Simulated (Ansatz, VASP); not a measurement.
# Ga7As: VASP beside Ansatz

```
Ga As
1.0
    -3.40135    3.40135    3.40135
     3.40135   -3.40135    3.40135
     3.40135    3.40135   -3.40135
Ga As
7 1
Direct
  0.00000 0.50000 0.50000
  0.50000 0.50000 0.00000
  0.50000 0.00000 0.50000
  0.00000 0.00000 0.50000
  0.00000 0.50000 0.00000
  0.50000 0.00000 0.00000
  0.50000 0.50000 0.50000
  0.00000 0.00000 0.00000
```

Change from the starting cell: species swapped into the Fe7Co type (Im-3m, No. 229).

Alike in both runs: functional PBE; k mesh 4 × 4 × 4; occupations gaussian, width 0.2 eV; no spin polarisation.

Ansatz relaxed the structure, and its values are those at the end. VASP's run is a single point on that final structure, the one shown.

```csv
,VASP,Ansatz
version,VASP 6.6.1,Ansatz 0.2.0
potentials or method,"VASP PAW PBE potentials, release 64 (Ga_d, As), cutoff 520 eV","scalar-relativistic, plane waves, PAW"
valence electrons in the cell,96,106
```

|  | VASP | Ansatz | Ansatz less VASP |
| --- | --- | --- | --- |
| gap on the k mesh at the Fermi level (eV) | none | none | - |
| pressure (GPa) | -0.3 | -0.3 | -0.04 |

A gap of «none» marks a metal or a gap that the smearing closes. The functional is the same, so the differences come from potentials, cutoffs and numerics. VASP's potentials hold 96 valence electrons a cell and Ansatz's 106, so a difference there can come from the potentials and not from the codes.
